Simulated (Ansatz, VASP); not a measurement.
**FeGe in VASP and in Ansatz**

Contents of INCAR:

```
PREC = Accurate
ENCUT = 520
EDIFF = 1E-7
ISMEAR = -1
SIGMA = 0.05
LREAL = F
LASPH = T
NELM = 150
ALGO = Normal
ISIF = 2
LWAVE = F
LCHARG = F
ISPIN = 2
MAGMOM = 1.27 1.27 1.27 1.27 0 0 0 0
LORBIT = 11
LMAXMIX = 4
GGA = PE
NBANDS = 58
```

The input KPOINTS:

```
Automatic mesh
0
Gamma
  8 8 8
```

File POSCAR:

```
FeGe
1.0
    4.6626167163      0.0000000000      0.0000000000
    0.0000000000      4.6626167163      0.0000000000
    0.0000000000      0.0000000000      4.6626167163
Fe Ge
4 4
Direct
    0.1349101328      0.1349101328      0.1349101328
    0.3650898672      0.8650898672      0.6349101328
    0.6349101328      0.3650898672      0.8650898672
    0.8650898672      0.6349101328      0.3650898672
    0.8417623853      0.8417623853      0.8417623853
    0.6582376147      0.1582376147      0.3417623853
    0.3417623853      0.6582376147      0.1582376147
    0.1582376147      0.3417623853      0.6582376147
```

Input for Ansatz:

```yaml
crystal:
  lattice:
    - [4.6626167163, 0.0, 0.0]
    - [0.0, 4.6626167163, 0.0]
    - [0.0, 0.0, 4.6626167163]
  atoms:
    - { symbol: Fe, position: [0.1349101328, 0.1349101328, 0.1349101328], spin: 1.27 }
    - { symbol: Fe, position: [0.3650898672, 0.8650898672, 0.6349101328], spin: 1.27 }
    - { symbol: Fe, position: [0.6349101328, 0.3650898672, 0.8650898672], spin: 1.27 }
    - { symbol: Fe, position: [0.8650898672, 0.6349101328, 0.3650898672], spin: 1.27 }
    - { symbol: Ge, position: [0.8417623853, 0.8417623853, 0.8417623853] }
    - { symbol: Ge, position: [0.6582376147, 0.1582376147, 0.3417623853] }
    - { symbol: Ge, position: [0.3417623853, 0.6582376147, 0.1582376147] }
    - { symbol: Ge, position: [0.1582376147, 0.3417623853, 0.6582376147] }
basis:
  ecutwfc: 420
  ecutrho_ratio: 4
kpoints:
  mp_grid: { grid: [8, 8, 8] }
hamiltonian:
  xc: pbe
scf:
  occupations: { method: fermi_dirac, width: 0.05 }
  lower_state_search: "off"
output:
  forces: true
  stress: true
  eigenvalues: true
  populations: true
  eigenstates:
    nscf_kmesh: { grid: [8, 8, 8] }
    top_band: c60
    exchange_couplings: { magnetic: [{ species: Fe }] }
magnetization:
  spin_polarized: true
checkpoint:
  read: start.run
  write: ck
  compress: false
  write_wavefunctions: false
  write_every: 100000
```

Alike in both runs: task single point; functional PBE; k mesh 8 × 8 × 8; occupations fermi-dirac, width 0.05 eV; collinear spin.

|  | VASP | Ansatz |
| --- | --- | --- |
| version | VASP 6.6.1 | Ansatz 0.2.0 |
| potentials or method | VASP PAW PBE potentials, release 64 (Fe, Ge_d), cutoff 520 eV | scalar-relativistic, plane waves, PAW |
| valence electrons in the cell | 88 | 120 |

VASP gave:

```
gap on the k mesh at the Fermi level (eV)                     : none
pressure (GPa)                                                : 0.4
rms of the force components (eV/Å)                            : 0.004
net moment per atom (μB)                                      : 0.53
size of the moment on the site where the two differ most (μB) : 0.08
```

Question: What did Ansatz give for the same quantities?

Answer: gap on the k mesh at the Fermi level (eV): none; pressure (GPa): 0.1; rms of the force components (eV/Å): 0.006; net moment per atom (μB): 0.52; size of the moment on the site where the two differ most (μB): 0.05.

Site moments also hang on the region over which each program counts them. Atom by atom the forces differ by 0.008 eV/Å (rms over components). A gap of «none» marks a metal or a gap that the smearing closes. The functional is the same, so the differences come from potentials, cutoffs and numerics. VASP's potentials hold 88 valence electrons a cell and Ansatz's 120, so a difference there can come from the potentials and not from the codes.
